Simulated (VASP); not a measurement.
# TaS2 in VASP: relaxation of the atoms with PBE+D3(BJ)

Aim: the relaxation of the atoms of TaS2 with PBE+D3(BJ).

Program: VASP 6.6.1. These are calculated values, not measurements. Logs are shortened: lines on timing, memory, paths and dates and some standing lists are left out, and cuts for length are marked.

**1. The cell of the first run**

The cell holds a slab with vacuum, 6 atoms: a = 3.339 Å, b = 3.339 Å, c = 31.840 Å, α = 90.00°, β = 90.00°, γ = 120.00°.

**2. Relaxation of the atoms, PBE+D3(BJ)**

File INCAR:

```
SYSTEM = TaS2
PREC = Accurate
ENCUT = 520
EDIFF = 1E-6
ISMEAR = 0
SIGMA = 0.05
LREAL = .FALSE.
LASPH = .TRUE.
NELM = 80
ALGO = Normal
ISIF = 2
LWAVE = .FALSE.
LCHARG = .FALSE.
LDIPOL = .TRUE.
IDIPOL = 3
DIPOL = 0.5 0.5 0.500
GGA = PE
IVDW = 12
IBRION = 2
NSW = 60
EDIFFG = -0.04
KPAR = 4
```

File KPOINTS:

```
Automatic mesh
0
G
  9 9 1
  0 0 0
```

File POSCAR:

```
TaS2
1.0
    3.3393619000      0.0000000000      0.0000000000
   -1.6696809500      2.8920797000      0.0000000000
    0.0000000000      0.0000000000     31.8398946806
S Ta
4 2
Direct
    0.2511793800      0.5023587600      0.2669606820
    0.2511793800      0.5023587600      0.3642472536
    0.7488206200      0.4976412400      0.6357527464
    0.7488206200      0.4976412400      0.7330393180
    0.9178245100      0.8356490200      0.3156039678
    0.0821754900      0.1643509800      0.6843960322
```

Potentials or basis: VASP PAW PBE potentials, release 64 (S, Ta_pv).

Command:

```bash
$ cat potpaw_PBE.64/S/POTCAR potpaw_PBE.64/Ta_pv/POTCAR > POTCAR
$ mpirun -np 4 vasp_std > vasp.out
```

OUTCAR:

```text
SYSTEM = TaS2
   PREC = Accurate
   ENCUT = 520
   EDIFF = 1E-6
   ISMEAR = 0
   LREAL = .FALSE.
   LASPH = .TRUE.
   NELM = 80
   ISIF = 2
   GGA = PE
   IVDW = 12
   IBRION = 2
   NSW = 60
   EDIFFG = -0.04
 IVDW          = 12

 ion  position               nearest neighbor table
   1  0.251  0.502  0.267-   5 2.47   5 2.47   5 2.47
   2  0.251  0.502  0.364-   5 2.47   5 2.47   5 2.47
   3  0.749  0.498  0.636-   6 2.47   6 2.47   6 2.47
   4  0.749  0.498  0.733-   6 2.47   6 2.47   6 2.47
   5  0.918  0.836  0.316-   2 2.47   2 2.47   1 2.47   1 2.47   2 2.47   1 2.47
   6  0.082  0.164  0.684-   3 2.47   3 2.47   4 2.47   4 2.47   3 2.47   4 2.47

  LATTYP: Found a base centered orthorhombic cell.
 ALAT       =     3.3393619000
 B/A-ratio  =     1.7321151685
 C/A-ratio  =     9.5347241881

  Lattice vectors:

 A1 = (   1.6696809500,  -2.8920797000,   0.0000000000)
 A2 = (   1.6696809500,   2.8920797000,   0.0000000000)
 A3 = (   0.0000000000,   0.0000000000,  31.8398946806)

Analysis of symmetry for initial positions (statically):
=====================================================================
 Subroutine PRICEL returns:
 Original cell was already a primitive cell.

 Routine SETGRP: Setting up the symmetry group for a
 base centered orthorhombic supercell.

 Subroutine GETGRP returns: Found  4 space group operations
 (whereof  4 operations were pure point group operations)
 out of a pool of  8 trial point group operations.

The static configuration has the point symmetry C_2h.

Analysis of symmetry for dynamics (positions and initial velocities):
=====================================================================
 Subroutine PRICEL returns:
 Original cell was already a primitive cell.

 Routine SETGRP: Setting up the symmetry group for a
 base centered orthorhombic supercell.

 Subroutine GETGRP returns: Found  4 space group operations
 (whereof  4 operations were pure point group operations)
 out of a pool of  8 trial point group operations.

The dynamic configuration has the point symmetry C_2h.

 Subroutine INISYM returns: Found  4 space group operations
 (whereof  4 operations are pure point group operations),
 and found     1 'primitive' translations

----------------------------------------------------------------------------------------

                                     Primitive cell

  volume of cell :     307.5002

  direct lattice vectors                    reciprocal lattice vectors
     3.339361900  0.000000000  0.000000000     0.299458409  0.172885969  0.000000000
    -1.669680950  2.892079700  0.000000000     0.000000000  0.345771937  0.000000000
     0.000000000  0.000000000 31.839894681     0.000000000  0.000000000  0.031407139

  length of vectors
     3.339361900  3.339454965 31.839894681     0.345781573  0.345771937  0.031407139

  position of ions in fractional coordinates (direct lattice)
     0.251179380  0.502358760  0.266960682
     0.251179380  0.502358760  0.364247254
     0.748820620  0.497641240  0.635752746
     0.748820620  0.497641240  0.733039318
     0.917824510  0.835649020  0.315603968
     0.082175490  0.164350980  0.684396032

  ion indices of the primitive-cell ions
   primitive index   ion index
                 1           1
                 2           2
                 3           3
                 4           4
                 5           5
                 6           6

----------------------------------------------------------------------------------------
[... 85 lines left out ...]
   EFERMI_NEDOS =   21; number of points for ismear=-14 and -15
   IALGO  =     38    algorithm
   IMIX   =      4    mixing-type and parameters
     AMIX     =   0.40;   BMIX     =  1.00
     AMIX_MAG =   1.60;   BMIX_MAG =  1.00
  volume/ion in A,a.u.               =      51.25       345.85
  Fermi-wavevector in a.u.,A,eV,Ry     =   0.869052  1.642270 10.275814  0.755251
  Thomas-Fermi vector in A             =   1.987818
   LORBIT       =      0    0 simple, 1 ext, 2 COOP (PROOUT), +10 PAW based schemes
   GGA     = PE    functional components
   LHFCALC =     F    Hartree Fock is set to
   AEXX    =    0.0000 exact exchange contribution
   IVDW    =    12    specifies the selected vdW correction
   LEPSILON=     F    determine dielectric tensor
   LRPA    =     F    only Hartree local field effects (RPA)
 conjugate gradient relaxation of ions
 non-spin polarized calculation
 Gauss-broadening in eV      SIGMA  =   0.05
  energy-cutoff  :      520.00
  volume of cell :      307.50
 maximum number of plane-waves:      8318
 NGX is ok and might be reduce to    28
   NGX = 13   NGY = 13   NGZ =119

--------------------------------------- Ionic step        1  -------------------------------------------

 number of electron      46.0000008 magnetization

 Free energy of the ion-electron system (eV)
  ---------------------------------------------------
  ext. energy  EPLUGINS =         0.00000000
  ---------------------------------------------------
  free energy    TOTEN  =       -46.43241885 eV

  energy without entropy =      -46.42416042  energy(sigma->0) =      -46.42828963

------------------------ aborting loop because EDIFF is reached ----------------------------------------

 Edisp (eV)   -1.72071

 E8    (eV) :    -0.7796

  FORCE on cell =-STRESS in cart. coord.  units (eV):
  Direction    XX          YY          ZZ          XY          YZ          ZX
  --------------------------------------------------------------------------------------
  -------------------------------------------------------------------------------------
  Total      -1.31786    -1.32292     0.97845     0.00000    -0.00001     0.00000
  in kB      -6.86650    -6.89285     5.09803     0.00000    -0.00006     0.00000
  external pressure =       -2.89 kB  Pullay stress =        0.00 kB

 VOLUME and BASIS-vectors are now :
 -----------------------------------------------------------------------------
  energy-cutoff  :      520.00
  volume of cell :      307.50
      direct lattice vectors                 reciprocal lattice vectors
     3.339361900  0.000000000  0.000000000     0.299458409  0.172885969  0.000000000
    -1.669680950  2.892079700  0.000000000     0.000000000  0.345771937  0.000000000
     0.000000000  0.000000000 31.839894681     0.000000000  0.000000000  0.031407139

 POSITION                                       TOTAL-FORCE (eV/Angst)
 -----------------------------------------------------------------------------------
      0.00000      1.45286      8.50000         0.000000     -0.000955     -0.175389
      0.00000      1.45286     11.59759         0.000000     -0.000952      0.178288
      1.66968      1.43922     20.24230        -0.000000      0.000952     -0.178288
      1.66968      1.43922     23.33989         0.000000      0.000955      0.175389
      1.66968      2.41676     10.04880         0.000000      0.001741      0.002196
     -0.00000      0.47532     21.79110        -0.000000     -0.001741     -0.002196
 -----------------------------------------------------------------------------------
    total drift:                               -0.000000      0.000000      0.000000

  FREE ENERGIE OF THE ION-ELECTRON SYSTEM (eV)
  ---------------------------------------------------
  free  energy   TOTEN  =       -48.1531295060 eV

  energy  without entropy=      -48.1448710733  energy(sigma->0) =      -48.14900029

 dipolmoment           0.000000      0.000000     -0.000000 electrons x Angstroem

--------------------------------------- Ionic step        2  -------------------------------------------

 number of electron      46.0000011 magnetization

 dipolmoment           0.000000      0.000000      0.000000 electrons x Angstroem

 Free energy of the ion-electron system (eV)
  ---------------------------------------------------
  ext. energy  EPLUGINS =         0.00000000
  ---------------------------------------------------
  free energy    TOTEN  =       -46.43875446 eV

  energy without entropy =      -46.43085226  energy(sigma->0) =      -46.43480336

 E-fermi :  -1.9413     XC(G=0):  -4.5897

 val. band max:       -1.9651067221   @ k =   0.2222   0.2222   0.0000
 cond. band min:      -1.8996320377   @ k =   0.1111   0.4444   0.0000
 fundamental gap:      0.0654746844
 Fermi energy:        -1.9413126859

 k-point     1 :       0.0000    0.0000    0.0000
  band No.  band energies     occupation
      1     -36.4518      2.00000
      2     -36.4518      2.00000
      3     -36.3436      2.00000
      4     -36.3436      2.00000
      5     -36.3435      2.00000
      6     -36.3435      2.00000
[... 709 lines left out ...]
     26       1.6220      0.00000
     27       1.9397      0.00000

 [... further k-points ...]

------------------------ aborting loop because EDIFF is reached ----------------------------------------

 vacuum level on the upper side and lower side of the slab       (xc-potential included)        -0.129        -0.129

 Edisp (eV)   -1.71774

 E8    (eV) :    -0.7782

  FORCE on cell =-STRESS in cart. coord.  units (eV):
  Direction    XX          YY          ZZ          XY          YZ          ZX
  --------------------------------------------------------------------------------------
  -------------------------------------------------------------------------------------
  Total      -1.62787    -1.63087     0.03721     0.00000    -0.00003     0.00000
  in kB      -8.48174    -8.49735     0.19389     0.00000    -0.00013     0.00000
  external pressure =       -5.60 kB  Pullay stress =        0.00 kB

 VOLUME and BASIS-vectors are now :
 -----------------------------------------------------------------------------
  energy-cutoff  :      520.00
  volume of cell :      307.50
      direct lattice vectors                 reciprocal lattice vectors
     3.339361900  0.000000000  0.000000000     0.299458409  0.172885969  0.000000000
    -1.669680950  2.892079700  0.000000000     0.000000000  0.345771937  0.000000000
     0.000000000  0.000000000 31.839894681     0.000000000  0.000000000  0.031407139

 POSITION                                       TOTAL-FORCE (eV/Angst)
 -----------------------------------------------------------------------------------
      0.00000      1.45282      8.49154         0.000000     -0.000181     -0.019487
      0.00000      1.45282     11.60620         0.000000     -0.000183      0.023227
      1.66968      1.43926     20.23370        -0.000000      0.000183     -0.023227
      1.66968      1.43926     23.34836         0.000000      0.000181      0.019487
      1.66968      2.41685     10.04890         0.000000      0.000092      0.001367
     -0.00000      0.47523     21.79099         0.000000     -0.000092     -0.001367
 -----------------------------------------------------------------------------------
    total drift:                               -0.000000      0.000000      0.000000

  FREE ENERGIE OF THE ION-ELECTRON SYSTEM (eV)
  ---------------------------------------------------
  free  energy   TOTEN  =       -48.1564940231 eV

  energy  without entropy=      -48.1485918180  energy(sigma->0) =      -48.15254292

 reached required accuracy - stopping structural energy minimisation

 vacuum level on the upper side and lower side of the slab         3.900         3.900
```

Wall time 2.8 min (4 MPI ranks of Intel Xeon Platinum 8375C at 2.90GHz (Ice Lake), shared host); peak memory 0.6 GiB.

What came out:

```
Free energy                  : -48.1565 eV
Energy gained by relaxing    : 0.6 meV/atom
Ionic steps                  : 2
Largest force after relaxing : 0.023 eV/Å
Band gap on the k mesh       : zero (bands 23 and 24 overlap by 1.39 eV)
Dispersion energy per atom   : -0.286 eV
```

Forces on the atoms (eV/Å):
```
S    0.000  0.000 -0.019
S    0.000  0.000  0.023
S    0.000  0.000 -0.023
S    0.000  0.000  0.019
Ta   0.000  0.000  0.001
Ta   0.000  0.000 -0.001
```

The path:
| step | energy change (eV) | largest force (eV/Å) | pressure (GPa) |
| --- | --- | --- | --- |
| 1 | 0.0000 | 0.1783 | -0.29 |
| 2 | -0.0034 | 0.0232 | -0.56 |

Final structure:
```
CELL_PARAMETERS angstrom
3.33936 0.00000 0.00000
-1.66968 2.89208 0.00000
0.00000 0.00000 31.83989
ATOMIC_POSITIONS crystal
S 0.25117 0.50234 0.26669
S 0.25117 0.50234 0.36452
S 0.74883 0.49766 0.63548
S 0.74883 0.49766 0.73331
Ta 0.91784 0.83568 0.31561
Ta 0.08216 0.16432 0.68439
```

Caveat: spin-orbit coupling is left out, which moves the levels of the heavy elements.
